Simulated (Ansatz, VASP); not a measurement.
Two plane-wave programs on Eu

Contents of POSCAR:

```
Eu
1.0
   -2.2271207099      2.2271207099      2.2271207099
    2.2271207099     -2.2271207099      2.2271207099
    2.2271207099      2.2271207099     -2.2271207099
Eu
1
Direct
    0.0000000000      0.0000000000      0.0000000000
```

File INCAR.step1:

```
  ALGO = Normal
  EDIFF = 1E-5
  ENCUT = 800
  GGA = PE
  GGA_COMPAT = F
  ISMEAR = 0
  LASPH = T
  LCHARG = F
  LMAXMIX = 6
  LREAL = F
  LWAVE = T
  NBANDS = 14
  NELM = 200
  PREC = Accurate
  SIGMA = 0.05
```

The input INCAR.step2:

```
  ALGO = Normal
  EDIFF = 1E-6
  ENCUT = 800
  GGA_COMPAT = F
  ISIF = 2
  ISMEAR = 0
  ISTART = 1
  LASPH = T
  LCHARG = F
  LMAXMIX = 6
  LMIXTAU = T
  LREAL = F
  LWAVE = F
  METAGGA = R2SCAN
  NBANDS = 14
  NELM = 200
  PREC = Accurate
  SIGMA = 0.05
```

KPOINTS

```
k-points
0
Gamma
  14 14 14
```

Input for Ansatz:

```yaml
crystal:
  lattice:
    - [-2.227085763, 2.227085763, 2.227085763]
    - [2.227085763, -2.227085763, 2.227085763]
    - [2.227085763, 2.227085763, -2.227085763]
  atoms:
    - { symbol: Eu, position: [0.0, 0.0, 0.0] }
basis:
  ecutwfc: 500
  ecutrho_ratio: 4
kpoints:
  mp_grid: { grid: [14, 14, 14] }
hamiltonian:
  xc: r2scan
scf:
  occupations: { method: gaussian, width: 0.05 }
output:
  forces: true
  stress: true
  eigenvalues: true
```

Alike in both runs: task single point; functional r2SCAN; k mesh 14 × 14 × 14; occupations gaussian, width 0.05 eV; no spin polarisation.

|  | VASP | Ansatz |
| --- | --- | --- |
| version | VASP 6.6.1 | Ansatz 0.2.0 |
| potentials or method | VASP PAW PBE potentials, release 64 (Eu), cutoff 800 eV | scalar-relativistic, plane waves, PAW |
| valence electrons in the cell | 17 | 17 |

```tsv
	VASP	Ansatz	Ansatz less VASP
gap on the k mesh at the Fermi level (eV)	none	none	-
pressure (GPa)	-3.5	-3.2	+0.30
traceless stress, the component that is largest in VASP (GPa)	0.00	0.31	+0.310
```

VASP's potentials were made for PBE, not for r2SCAN. A gap of «none» marks a metal or a gap that the smearing closes. With one functional, cell and mesh, what is left measures potentials, basis and numerics. Ansatz's warnings: look outside group.

Neither program's run includes spin-orbit coupling.
